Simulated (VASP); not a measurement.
A run of VASP 6.6.1 is set up as follows.

INCAR

```
PREC = Accurate
ENCUT = 520
EDIFF = 1E-7
ISMEAR = 0
SIGMA = 0.1
LREAL = F
LASPH = T
NELM = 80
ALGO = Normal
ISIF = 2
LWAVE = F
LCHARG = F
GGA = PE
NBANDS = 32
```

The input KPOINTS:

```
Automatic mesh
0
Gamma
  12 12 12
```

File POSCAR:

```
PRu3
1.0
    3.7721640039      0.0000000000      0.0000000000
    0.0000000000      3.7721640039      0.0000000000
    0.0000000000      0.0000000000      3.7721640039
P Ru
1 3
Direct
    0.0000000000      0.0000000000      0.0000000000
    0.0000000000      0.5000000000      0.5000000000
    0.5000000000      0.0000000000      0.5000000000
    0.5000000000      0.5000000000      0.0000000000
```

Potentials or basis: VASP PAW PBE potentials, release 64 (P, Ru_pv).

The run is started by

```console
$ cat potpaw_PBE.64/P/POTCAR potpaw_PBE.64/Ru_pv/POTCAR > POTCAR
$ mpirun -np 1 vasp_std > vasp.out
```

**Question.** Predict the pressure.

**Answer.** -0.1 GPa.
